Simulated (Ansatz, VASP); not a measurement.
**KMgF3 in VASP and in Ansatz**

```
CELL_PARAMETERS angstrom
3.98590 0.00000 0.00000
0.00000 3.98590 0.00000
0.00000 0.00000 3.98590
ATOMIC_POSITIONS crystal
K 0.50000 0.50000 0.50000
Mg 0.00000 0.00000 0.00000
F 0.50000 0.04435 0.04435
F 0.00000 0.54435 0.04435
F 0.00000 0.04435 0.54435
```

Change from the starting cell: all F atoms moved -0.250 Å, as atom 3 towards its neighbour atom 1 (K) at 2.818 Å.

Alike in both runs: task single point; functional PBEsol; k mesh 6 × 6 × 6; occupations gaussian, width 0.05 eV; no spin polarisation.

```csv
,VASP,Ansatz
version,VASP 6.6.1,Ansatz 0.2.0
potentials or method,"VASP PAW PBE potentials, release 64 (K_sv, Mg, F), cutoff 520 eV","scalar-relativistic, plane waves, PAW"
valence electrons in the cell,32,40
```

Ansatz gave:

- gap on the k mesh at the Fermi level (eV): 7.12
- least direct gap on the mesh (eV): 7.44
- pressure (GPa): 3.2
- traceless stress, the component that is largest in VASP (GPa): -3.06
- rms of the force components (eV/Å): 0.773

Question: Which values does VASP return?

Answer: gap on the k mesh at the Fermi level (eV): 7.09; least direct gap on the mesh (eV): 7.42; pressure (GPa): 3.0; traceless stress, the component that is largest in VASP (GPa): -3.12; rms of the force components (eV/Å): 0.787.

VASP's potentials were made for PBE, not for PBEsol. Atom by atom the forces differ by 0.014 eV/Å (rms over components). The functional is the same, so the differences come from potentials, cutoffs and numerics. VASP's potentials hold 32 valence electrons a cell and Ansatz's 40, so a difference there can come from the potentials and not from the codes.
